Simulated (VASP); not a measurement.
Wanted: the native input for a VASP 6.6.1 run.

| Quantity | Value |
| --- | --- |
| Task | single point |
| Functional | PBE |
| Dispersion | D3(BJ) |
| Potentials or basis | VASP PAW PBE potentials, release 64 (Se, Bi_d) |
| Cutoff | 520 eV |
| k mesh | 21 × 21 × 1 |
| Occupations | gaussian, width 0.05 eV |
| Spin | no spin polarisation |
| Dipole correction | yes |
| Further INCAR settings | ALGO = Normal; EDIFF = 1e-07; NBANDS = 32 |

The structure of Bi2Se3 lies in POSCAR:

```
Bi2Se3
1.0
    4.1272981822      0.0000000029      0.0000000000
   -2.0636490936      3.5743450734      0.0000000000
    0.0000000000      0.0000000000     27.0329666233
Se Bi
3 2
Direct
    0.0000000000      0.0000000000      0.3699187048
    0.6666666667      0.3333333333      0.5000000673
    0.3333333333      0.6666666667      0.6300812952
    0.3333333333      0.6666666667      0.4283356990
    0.0000000000      0.0000000000      0.5716641952
```

One way to write it, as run:

INCAR

```
ALGO = Normal
DIPOL = 0.5 0.5 0.500
EDIFF = 1E-7
ENCUT = 520
GGA = PE
IDIPOL = 3
ISIF = 2
ISMEAR = 0
IVDW = 12
LASPH = T
LCHARG = F
LDIPOL = T
LREAL = F
LWAVE = F
NBANDS = 32
NELM = 60
PREC = Accurate
SIGMA = 0.05
```

KPOINTS

```
k-points
0
Gamma
  21 21 1
```

Potentials or basis: VASP PAW PBE potentials, release 64 (Se, Bi_d).

The run is started by

```sh
$ cat potpaw_PBE.64/Se/POTCAR potpaw_PBE.64/Bi_d/POTCAR > POTCAR
$ mpirun -np 1 vasp_std > vasp.out
```

Results of the run:

```
Largest force              : 0.004 eV/Å
Band gap on the k mesh     : 0.93 eV (least direct gap 1.30 eV)
Dispersion energy per atom : -0.319 eV
```

Caveat: spin-orbit coupling is left out, which moves the levels of the heavy elements.

Wall time 11 min on 1 thread of Intel(R) Xeon(R) Platinum 8488C (Sapphire Rapids), with other jobs on the host, peak memory 0.83 GiB.
